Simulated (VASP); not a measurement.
# WSe2 in VASP: notebook

Runs on WSe2. Level: PBEsol. Tasks: single point.

Everything below comes from runs of VASP 6.6.1. Logs are shortened: lines on timing, memory, paths and dates and some standing lists are left out, and cuts for length are marked.

## 1. The cell of the first run

The cell holds a slab with vacuum, 3 atoms: a = 3.314 Å, b = 3.314 Å, c = 16.661 Å, α = 90.00°, β = 90.00°, γ = 120.00°.

## 2. Single point, PBEsol

INCAR

```
SYSTEM = WSe2
ALGO     = Normal         ! electronic algorithm
EDIFF    = 1E-6           ! SCF threshold, eV
ENCUT    = 520            ! plane-wave cutoff, eV
GGA      = PS             ! functional
ISIF     = 2              ! what is computed and relaxed
ISMEAR   = 0              ! smearing method
LASPH    = .TRUE.         ! aspherical terms in the spheres
LCHARG   = .FALSE.        ! write CHGCAR
LREAL    = .FALSE.        ! projectors in reciprocal space
LWAVE    = .FALSE.        ! write WAVECAR
NBANDS   = 20             ! bands
NELM     = 60             ! most SCF steps
PREC     = Accurate       ! precision mode
SIGMA    = 0.05           ! smearing width, eV
```

KPOINTS

```
k-points
0
G
  9 9 2
  0 0 0
```

POSCAR

```
WSe2
1.0
    3.3137062657      0.0000000000      0.0000000000
   -1.6568531328      2.8697538067      0.0000000000
    0.0000000000      0.0000000000     16.6611439352
W Se
1 2
Direct
    0.0000000000      0.0000000000      0.0000000000
    0.3333333333      0.6666666667      0.1003991023
    0.3333333333      0.6666666667      0.8996008977
```

Potentials or basis: VASP PAW PBE potentials, release 64 (W_sv, Se).

Launch:

```sh
cat potpaw_PBE.64/W_sv/POTCAR potpaw_PBE.64/Se/POTCAR > POTCAR
mpirun -np 1 vasp_std > vasp.out
```

OUTCAR:

```text
SYSTEM = WSe2
   EDIFF = 1E-6
   ENCUT = 520
   GGA = PS
   ISIF = 2
   ISMEAR = 0
   LASPH = .TRUE.
   LREAL = .FALSE.
   NELM = 60
   PREC = Accurate

 ion  position               nearest neighbor table
   1  0.000  0.000  0.000-   2 2.54   3 2.54   2 2.54   3 2.54   2 2.54   3 2.54
   2  0.333  0.667  0.100-   1 2.54   1 2.54   1 2.54
   3  0.333  0.667  0.900-   1 2.54   1 2.54   1 2.54

  LATTYP: Found a hexagonal cell.
 ALAT       =     3.3137062657
 C/A-ratio  =     5.0279483452

  Lattice vectors:

 A1 = (   3.3137062657,   0.0000000000,   0.0000000000)
 A2 = (  -1.6568531328,   2.8697538067,   0.0000000000)
 A3 = (   0.0000000000,   0.0000000000,  16.6611439352)

Analysis of symmetry for initial positions (statically):
=====================================================================
 Subroutine PRICEL returns:
 Original cell was already a primitive cell.

 Routine SETGRP: Setting up the symmetry group for a
 hexagonal supercell.

 Subroutine GETGRP returns: Found 12 space group operations
 (whereof 12 operations were pure point group operations)
 out of a pool of 24 trial point group operations.

The static configuration has the point symmetry D_3h.

Analysis of symmetry for dynamics (positions and initial velocities):
=====================================================================
 Subroutine PRICEL returns:
 Original cell was already a primitive cell.

 Routine SETGRP: Setting up the symmetry group for a
 hexagonal supercell.

 Subroutine GETGRP returns: Found 12 space group operations
 (whereof 12 operations were pure point group operations)
 out of a pool of 24 trial point group operations.

The dynamic configuration has the point symmetry D_3h.

 Subroutine INISYM returns: Found 12 space group operations
 (whereof 12 operations are pure point group operations),
 and found     1 'primitive' translations

----------------------------------------------------------------------------------------

                                     Primitive cell

  volume of cell :     158.4395

  direct lattice vectors                    reciprocal lattice vectors
     3.313706266  0.000000000  0.000000000     0.301776899  0.174230974  0.000000000
    -1.656853133  2.869753807  0.000000000     0.000000000  0.348461947  0.000000000
     0.000000000  0.000000000 16.661143935     0.000000000  0.000000000  0.060019888

  length of vectors
     3.313706266  3.313706266 16.661143935     0.348461947  0.348461947  0.060019888

  position of ions in fractional coordinates (direct lattice)
     0.000000000  0.000000000  0.000000000
     0.333333333  0.666666667  0.100399102
     0.333333333  0.666666667  0.899600898

  ion indices of the primitive-cell ions
   primitive index   ion index
                 1           1
                 2           2
                 3           3

----------------------------------------------------------------------------------------

 KPOINTS: k-points

Automatic generation of k-mesh.
 Grid dimensions read from file:
 generate k-points for:    9    9    2

 Generating k-lattice:

  Cartesian coordinates                     Fractional coordinates (reciprocal lattice)
     0.033530767  0.019358997  0.000000000     0.111111111  0.000000000  0.000000000
     0.000000000  0.038717994  0.000000000     0.000000000  0.111111111  0.000000000
     0.000000000  0.000000000  0.030009944     0.000000000  0.000000000  0.500000000

  Length of vectors
     0.038717994  0.038717994  0.030009944

  Shift w.r.t. Gamma in fractional coordinates (k-lattice)
     0.000000000  0.000000000  0.000000000

 Subroutine IBZKPT returns following result:
 ===========================================

 Found     24 irreducible k-points:

 Following reciprocal coordinates:
            Coordinates               Weight
  0.000000  0.000000  0.000000      1.000000
  0.111111  0.000000  0.000000      6.000000
  0.222222  0.000000  0.000000      6.000000
  0.333333  0.000000  0.000000      6.000000
  0.444444  0.000000  0.000000      6.000000
  0.111111  0.111111  0.000000      6.000000
[... 16 lines left out ...]
  0.333333  0.222222  0.500000     12.000000
  0.333333  0.333333  0.500000      2.000000
   k-points           NKPTS =     24   k-points in BZ     NKDIM =     24   number of bands    NBANDS=     20
   number of dos      NEDOS =    301   number of ions     NIONS =      3
   total plane-waves  NPLWV =  98784
   dimension x,y,z NGX =    28 NGY =   28 NGZ =  126
   dimension x,y,z NGXF=    56 NGYF=   56 NGZF=  252
   ions per type =               1   2
   NGX,Y,Z   is equivalent  to a cutoff of  14.05, 14.05, 12.57 a.u.
   NGXF,Y,Z  is equivalent  to a cutoff of  28.09, 28.09, 25.14 a.u.
 SYSTEM =  WSe2
   PREC   = accura    normal or accurate (medium, high low for compatibility)
   ISTART =      0    job   : 0-new  1-cont  2-samecut
   ICHARG =      2    charge: 1-file 2-atom 10-const
   ISPIN  =      1    spin polarized calculation?
   LNONCOLLINEAR =      F non collinear calculations
   LSORBIT =      F    spin-orbit coupling
   LASPH  =      T    aspherical Exc in radial PAW
   ENCUT  =  520.0 eV  38.22 Ry    6.18 a.u.   6.16  6.16 30.98*2*pi/ulx,y,z
   NELM   =     60;   NELMIN=  2; NELMDL= -5     # of ELM steps
   EDIFF  = 0.1E-05   stopping-criterion for ELM
   LREAL  =      F    real-space projection
   EDIFFG = 0.1E-04   stopping-criterion for IOM
   NSW    =      0    number of steps for IOM
   IBRION =     -1    ionic relax: 0-MD 1-quasi-New 2-CG
   NFREE  =      0    steps in history (QN), initial steepest desc. (CG)
   ISIF   =      2    stress and relaxation
   ISYM   =      2    0-nonsym 1-usesym 2-fastsym
   POTIM  = 0.5000    time-step for ionic-motion
   TEBEG  =    0.0;   TEEND  =   0.0 temperature during run
   PSTRESS=    0.0 pullay stress
   NELECT =      26.0000    total number of electrons
   NUPDOWN=      -1.0000    fix difference up-down
   EMIN   =  10.00;   EMAX   =-10.00  energy-range for DOS
   EFERMI =   0.00;   METHOD = LEGACY
   ISMEAR =     0;   SIGMA  =   0.05  broadening in eV -4-tet -1-fermi 0-gaus
   EFERMI_NEDOS =   21; number of points for ismear=-14 and -15
   IALGO  =     38    algorithm
   IMIX   =      4    mixing-type and parameters
     AMIX     =   0.40;   BMIX     =  1.00
     AMIX_MAG =   1.60;   BMIX_MAG =  1.00
  volume/ion in A,a.u.               =      52.81       356.40
  Fermi-wavevector in a.u.,A,eV,Ry     =   0.896282  1.693728 10.929857  0.803322
  Thomas-Fermi vector in A             =   2.018721
   LORBIT       =      0    0 simple, 1 ext, 2 COOP (PROOUT), +10 PAW based schemes
   GGA     = PS    functional components
   LHFCALC =     F    Hartree Fock is set to
   AEXX    =    0.0000 exact exchange contribution
   IVDW    =     0    specifies the selected vdW correction
   LEPSILON=     F    determine dielectric tensor
   LRPA    =     F    only Hartree local field effects (RPA)
 non-spin polarized calculation
 Gauss-broadening in eV      SIGMA  =   0.05
  energy-cutoff  :      520.00
  volume of cell :      158.44
 maximum number of plane-waves:      4298
 NGX is ok and might be reduce to    28
   NGX = 13   NGY = 13   NGZ = 61

 number of electron      26.0000001 magnetization

 Free energy of the ion-electron system (eV)
  ---------------------------------------------------
  ext. energy  EPLUGINS =         0.00000000
  ---------------------------------------------------
  free energy    TOTEN  =       -23.21879989 eV

  energy without entropy =      -23.21879989  energy(sigma->0) =      -23.21879989

 E-fermi :  -0.5293     XC(G=0):  -4.7970

 val. band max:       -0.9458118354   @ k =   0.3333   0.3333   0.0000
 cond. band min:       0.6042965563   @ k =   0.3333   0.3333   0.5000
 fundamental gap:      1.5501083917
 Fermi energy:        -0.5293178521

 k-point     1 :       0.0000    0.0000    0.0000
  band No.  band energies     occupation
      1     -74.9581      2.00000
      2     -39.1872      2.00000
      3     -39.0747      2.00000
      4     -39.0747      2.00000
      5     -15.6742      2.00000
      6     -14.4095      2.00000
[... 12 lines left out ...]
     19       4.1071      0.00000
     20       4.2439      0.00000

 k-point     2 :       0.1111    0.0000    0.0000
  band No.  band energies     occupation
      1     -74.9570      2.00000
      2     -39.1823      2.00000
      3     -39.1003      2.00000
      4     -39.0807      2.00000
      5     -15.4941      2.00000
      6     -14.3199      2.00000
[... 12 lines left out ...]
     19       4.3486      0.00000
     20       4.8201      0.00000

 k-point     3 :       0.2222    0.0000    0.0000
  band No.  band energies     occupation
      1     -74.9542      2.00000
      2     -39.1700      2.00000
      3     -39.1645      2.00000
      4     -39.0959      2.00000
      5     -14.9979      2.00000
      6     -14.0747      2.00000
[... 12 lines left out ...]
     19       4.9965      0.00000
     20       5.6194      0.00000

 k-point     4 :       0.3333    0.0000    0.0000
  band No.  band energies     occupation
      1     -74.9511      2.00000
      2     -39.2365      2.00000
      3     -39.1560      2.00000
      4     -39.1131      2.00000
      5     -14.3343      2.00000
      6     -13.7557      2.00000
[... 12 lines left out ...]
     19       5.5963      0.00000
     20       5.8239      0.00000

 k-point     5 :       0.4444    0.0000    0.0000
  band No.  band energies     occupation
      1     -74.9491      2.00000
      2     -39.2830      2.00000
      3     -39.1469      2.00000
      4     -39.1243      2.00000
      5     -13.8076      2.00000
      6     -13.5158      2.00000
[... 12 lines left out ...]
     19       6.0211      0.00000
     20       6.0756      0.00000
[... 353 lines left out ...]
      6     -13.4435      2.00000
[... 12 lines left out ...]
     19       6.6572      0.00000
     20       7.0219      0.00000

 k-point    22 :       0.2222    0.2222    0.5000
  band No.  band energies     occupation
      1     -74.9498      2.00000
      2     -39.2407      2.00000
      3     -39.1499      2.00000
      4     -39.1483      2.00000
      5     -14.0113      2.00000
      6     -13.5934      2.00000
[... 12 lines left out ...]
     19       6.1977      0.00000
     20       6.3124      0.00000

 k-point    23 :       0.3333    0.2222    0.5000
  band No.  band energies     occupation
      1     -74.9482      2.00000
      2     -39.2576      2.00000
      3     -39.1760      2.00000
      4     -39.1429      2.00000
      5     -13.5896      2.00000
      6     -13.3913      2.00000
[... 12 lines left out ...]
     19       6.4328      0.00000
     20       7.2853      0.00000

 k-point    24 :       0.3333    0.3333    0.5000
  band No.  band energies     occupation
      1     -74.9477      2.00000
      2     -39.2359      2.00000
      3     -39.2133      2.00000
      4     -39.1404      2.00000
      5     -13.4408      2.00000
      6     -13.3132      2.00000
[... 12 lines left out ...]
     19       5.4475      0.00000
     20       7.7257      0.00000

------------------------ aborting loop because EDIFF is reached ----------------------------------------

  FORCE on cell =-STRESS in cart. coord.  units (eV):
  Direction    XX          YY          ZZ          XY          YZ          ZX
  --------------------------------------------------------------------------------------
  -------------------------------------------------------------------------------------
  Total       -1.3576971     -1.3576971     -0.7733241     -0.0000000      0.0000000     -0.0000000
  in kB      -13.7293511    -13.7293511     -7.8200345     -0.0000000      0.0000000     -0.0000000
  external PRESSURE =     -11.7595789 kB  Pullay stress =       0.0000000 kB

 VOLUME and BASIS-vectors are now :
 -----------------------------------------------------------------------------
  energy-cutoff  :      520.00
  volume of cell :      158.44
      direct lattice vectors                 reciprocal lattice vectors
     3.313706266  0.000000000  0.000000000     0.301776899  0.174230974  0.000000000
    -1.656853133  2.869753807  0.000000000     0.000000000  0.348461947  0.000000000
     0.000000000  0.000000000 16.661143935     0.000000000  0.000000000  0.060019888

 POSITION                                       TOTAL-FORCE (eV/Angst)
 -----------------------------------------------------------------------------------
      0.00000      0.00000      0.00000        -0.000000      0.000000      0.000000
     -0.00000      1.91317      1.67276         0.000000     -0.000000     -0.227518
     -0.00000      1.91317     14.98838         0.000000     -0.000000      0.227518
 -----------------------------------------------------------------------------------
    total drift:                                0.000000     -0.000000     -0.000000

  FREE ENERGIE OF THE ION-ELECTRON SYSTEM (eV)
  ---------------------------------------------------
  free  energy   TOTEN  =       -23.2187998852 eV

  energy  without entropy=      -23.2187998852  energy(sigma->0) =      -23.21879989
```

It took 99 s on 1 thread of Intel Xeon Platinum 8488C (Sapphire Rapids), shared host; peak memory 0.32 GiB.

What came out:

```
Free energy            : -23.2188 eV
Largest force          : 0.228 eV/Å
Band gap on the k mesh : 1.55 eV, direct
```

Forces on the atoms (eV/Å):
```
W    0.000  0.000  0.000
Se   0.000  0.000 -0.228
Se   0.000  0.000  0.228
```

Caveat: the PAW data sets were made with another functional, which shifts forces and pressure a little; spin-orbit coupling is left out, which moves the levels of the heavy elements.

## 3. Single point, PBEsol

This run uses another cell than the first one, of 54.22 Å³/atom, 1.027 times its volume.

INCAR

```
ALGO     = Normal         # electronic algorithm
EDIFF    = 1E-6           # SCF threshold, eV
ENCUT    = 520            # plane-wave cutoff, eV
GGA      = PS             # functional
ISIF     = 2              # what is computed and relaxed
ISMEAR   = 0              # smearing method
LASPH    = T              # aspherical terms in the spheres
LCHARG   = F              # write CHGCAR
LREAL    = F              # projectors in reciprocal space
LWAVE    = F              # write WAVECAR
NBANDS   = 20             # bands
NELM     = 100            # most SCF steps
PREC     = Accurate       # precision mode
SIGMA    = 0.05           # smearing width, eV
```

KPOINTS

```
k-points
0
Gamma
  9 9 2
```

POSCAR

```
WSe2
1.0
    3.3575271124      0.0000000000      0.0000000000
   -1.6787635562      2.9077037732      0.0000000000
    0.0000000000      0.0000000000     16.6611439352
W Se
1 2
Direct
    0.0000000000      0.0000000000     -0.0010312947
    0.3333333333      0.6666666667      0.1015995001
    0.3333333333      0.6666666667      0.9008012955
```

Potentials or basis: VASP PAW PBE potentials, release 64 (W_sv, Se).

Launch:

```sh
cat potpaw_PBE.64/W_sv/POTCAR potpaw_PBE.64/Se/POTCAR > POTCAR
mpirun -np 1 vasp_std > vasp.out
```

Run time: 1.9 min. Hardware: 1 thread of Intel Xeon Platinum 8488C (Sapphire Rapids), shared host; peak memory 0.33 GiB.

Results (log left out):

| Property | Result |
| --- | --- |
| Free energy | -23.1467 eV |
| Largest force | 0.980 eV/Å |
| Band gap on the k mesh | 1.42 eV, direct |

Forces in eV/Å, atoms in the order of the input:
```
W    0.000  0.000  0.980
Se   0.000  0.000 -0.962
Se   0.000  0.000 -0.018
```

Levels at points of the mesh, in eV from the valence-band top:
```
           k point  band 9  band 10  band 11  band 12  band 13  band 14  band 15  band 16  band 17  band 18
(0.00, 0.00, 0.00)   -2.38    -2.02    -1.26    -1.26    -0.19     2.77     2.77     3.06     3.06     4.17
(0.00, 0.00, 0.50)   -2.38    -2.02    -1.26    -1.26    -0.19     2.77     2.77     3.06     3.06     4.21
```

Caveat: the PAW data sets were made with another functional, which shifts forces and pressure a little; spin-orbit coupling is left out, which moves the levels of the heavy elements.

(Continued in part 2 of 2.)
